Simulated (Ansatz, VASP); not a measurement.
# C: VASP beside Ansatz

```xyz
2
Lattice="0.0000 2.1411 3.3702 1.2361 0.0000 3.3702 1.2361 2.1411 0.0000" Properties=species:S:1:pos:R:3 pbc="T T T"
C     1.2361    0.7137    3.3702
C     1.2361    3.5685    3.3702
```

Change from the starting cell: volume scaled by 1.02, crystal datasets.

Alike in both runs: task electric field gradients; functional PBE; k mesh 18 × 18 × 18; occupations fermi-dirac, width 0.05 eV; no spin polarisation.

|  | VASP | Ansatz |
| --- | --- | --- |
| version | VASP 6.6.1 | Ansatz 0.2.0 |
| potentials or method | VASP PAW PBE potentials, release 64 (C), cutoff 520 eV | all-electron PAW with datasets made for the crystal, scalar-relativistic |

Ansatz gave:

- pressure (GPa): -1.0
- traceless stress, the component that is largest in VASP (GPa): 4.70
- size of Vzz on the site where it differs most (V/Å²): 24.9

Problem. What did VASP give for the same quantities?

Solution. Pressure (GPa): -0.5; traceless stress, the component that is largest in VASP (GPa): 4.11; size of Vzz on the site where it differs most (V/Å²): 30.0.

Ansatz ran all-electron here, and VASP with PAW potentials.
